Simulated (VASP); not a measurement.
Runs of VASP 6.6.1 on Al. The structure is that of space group Fm-3m (No. 225), or close to it. The cells are those of the table. 

| cell | gap on the mesh (eV) | pressure (GPa) |
| --- | --- | --- |
| a = 2.765 Å, angles 60.0°, 1 atom | none | 9.5 |
| a = 2.815 Å, angles 60.0°, 1 atom | none | 3.8 |
| a = 2.864 Å, angles 60.0°, 1 atom | none | (b) |
| a = 2.956 Å, angles 60.0°, 1 atom | none | (c) |
| a = 2.839 Å, angles 60.0°, 1 atom | none | 1.5 |
| a = 2.933 Å, angles 60.0°, 1 atom | none | (a) |
| a = 2.887 Å, angles 60.0°, 1 atom | none | -2.2 |
| a = 2.910 Å, angles 60.0°, 1 atom | none | -3.7 |
| a = 2.790 Å, angles 60.0°, 1 atom | none | 6.5 |

Alike in all rows: task single point; level PBE; potentials or basis VASP PAW PBE potentials, release 64 (Al); no spin polarisation; k mesh 14 × 14 × 14; cutoff (eV) 520; smearing fermi-dirac 0.15 eV.

Problem. Estimate the missing entries.

Solution. (a) -5.0; (b) -0.5; (c) -6.1.

A gap of «none» marks levels without a gap at the run's occupations.
